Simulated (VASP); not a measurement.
Set up this calculation in VASP 6.6.1, as the native input.

```yaml
Task: single point
Functional: PBE
Potentials_or_basis: VASP PAW PBE potentials, release 64 (Li_sv, Mg, H)
Cutoff: 750 eV
k_mesh: 12 × 12 × 12
Occupations: gaussian, width 0.1 eV
Spin: no spin polarisation
Dipole_correction: no
Further_INCAR_settings: ALGO = Normal; EDIFF = 1e-06; NBANDS = 18
```

The structure of Li3Mg3H2 lies in POSCAR:

```
Li3Mg3H2
1.0
    3.0596256067      1.7664756677      4.3183174793
   -3.0596256067      1.7664756677      4.3183174793
    0.0000000000     -3.5329513353      4.3183174794
Li Mg H
3 3 2
Direct
    0.5000000000      0.5000000000      0.0000000000
    0.0000000000      0.5000000000      0.5000000000
    0.5000000000      0.0000000000      0.5000000000
    0.0000000000      0.0000000000      0.5000000000
    0.5000000000      0.0000000000      0.0000000000
    0.0000000000      0.5000000000      0.0000000000
    0.5000000000      0.5000000000      0.5000000000
    0.0000000000      0.0000000000      0.0000000000
```

The cell was built from a structure type or drawn by symmetry, and may not be a known phase.

One way to write it, as run:

INCAR

```
SYSTEM = Li3Mg3H2
PREC = Accurate
ENCUT = 750
EDIFF = 1E-6
ISMEAR = 0
SIGMA = 0.1
LREAL = .False.
LASPH = .True.
NELM = 120
ALGO = Normal
ISIF = 2
LWAVE = .False.
LCHARG = .False.
GGA = PE
NBANDS = 18
GGA_COMPAT = .False.
```

KPOINTS

```
regular mesh
0
Gamma
  12 12 12
  0 0 0
```

Potentials or basis: VASP PAW PBE potentials, release 64 (Li_sv, Mg, H).

Launch:

```console
$ cat potpaw_PBE.64/Li_sv/POTCAR potpaw_PBE.64/Mg/POTCAR potpaw_PBE.64/H/POTCAR > POTCAR
$ mpirun -np 1 vasp_std > vasp.out
```

It gave:

- Pressure: -0.1 GPa
- Band gap on the k mesh: zero (an odd number of electrons rules out a gap without spin polarisation)

It took 22 min on 1 thread of Intel Xeon 8259CL, on a shared host, peak memory 0.91 GiB.
